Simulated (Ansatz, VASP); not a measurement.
**SiTe4H: VASP beside Ansatz**

```
Si Te H
1.0
     6.21956    0.00000    0.00000
     0.00000    6.21956    0.00000
     0.00000    0.00000    4.91392
Si Te H
1 4 1
Direct
  0.00000 0.00000 0.00000
  0.21653 0.50000 0.50000
  0.78347 0.50000 0.50000
  0.50000 0.78347 0.50000
  0.50000 0.21653 0.50000
  0.50000 0.50000 0.50000
```

Alike in both runs: task relaxation of cell and atoms; functional PBE; k mesh 4 × 4 × 4; occupations gaussian, width 0.1 eV; no spin polarisation.

|  | VASP | Ansatz |
| --- | --- | --- |
| version | VASP 6.6.1 | Ansatz 0.2.0 |
| potentials or method | VASP PAW PBE potentials, release 64 (Si, Te, H), cutoff 600 eV | scalar-relativistic, plane waves, PAW |
| valence electrons in the cell | 29 | 69 |

VASP gave:

| Property | Result |
| --- | --- |
| gap on the k mesh at the Fermi level, each at its own relaxed structure (eV) | none |
| relaxed volume (Å³/atom) | 29.32 |
| relaxed cell length with the largest relative difference (Å) | 7.497 |

Task: Which values does Ansatz return?

Result: gap on the k mesh at the Fermi level, each at its own relaxed structure (eV): none; relaxed volume (Å³/atom): 29.21; relaxed cell length with the largest relative difference (Å): 7.483.

A gap of «none» marks a metal or a gap that the smearing closes. VASP's potentials hold 29 valence electrons a cell and Ansatz's 69, so a difference there can come from the potentials and not from the codes.

Spin-orbit coupling is off throughout.
